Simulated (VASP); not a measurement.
A run of VASP 6.6.1:

INCAR

```
SYSTEM = GdO
PREC = Accurate
ENCUT = 520
EDIFF = 1E-6
ISMEAR = 1
SIGMA = 0.15
LREAL = .FALSE.
LASPH = .TRUE.
NELM = 150
ALGO = Normal
ISIF = 2
LWAVE = .FALSE.
LCHARG = .FALSE.
ISPIN = 2
MAGMOM = 7 0
LORBIT = 11
LMAXMIX = 6
GGA = RP
NBANDS = 23
```

The input KPOINTS:

```
regular mesh
0
G
  9 9 9
  0 0 0
```

Contents of POSCAR:

```
GdO
1.0
    0.0000000000      2.6259898308      2.6259898308
    2.6259898308      0.0000000000      2.6259898308
    2.6259898308      2.6259898308      0.0000000000
Gd O
1 1
Direct
    0.0000000000      0.0000000000      0.0000000000
    0.2500000000      0.2500000000      0.2500000000
```

Potentials or basis: VASP PAW PBE potentials, release 64 (Gd, O).

Run with:

```console
$ cat potpaw_PBE.64/Gd/POTCAR potpaw_PBE.64/O/POTCAR > POTCAR
$ mpirun -np 1 vasp_std > vasp.out
```

Hardware: 1 thread of Intel(R) Xeon(R) Platinum 8488C (Sapphire Rapids), on a shared host.

Question: Estimate the wall time of this run.

Answer: Wall time 70 s on 1 thread of Intel(R) Xeon(R) Platinum 8488C (Sapphire Rapids) (shared host), peak memory 0.21 GiB. Counts: scf iterations 22, k points 35.
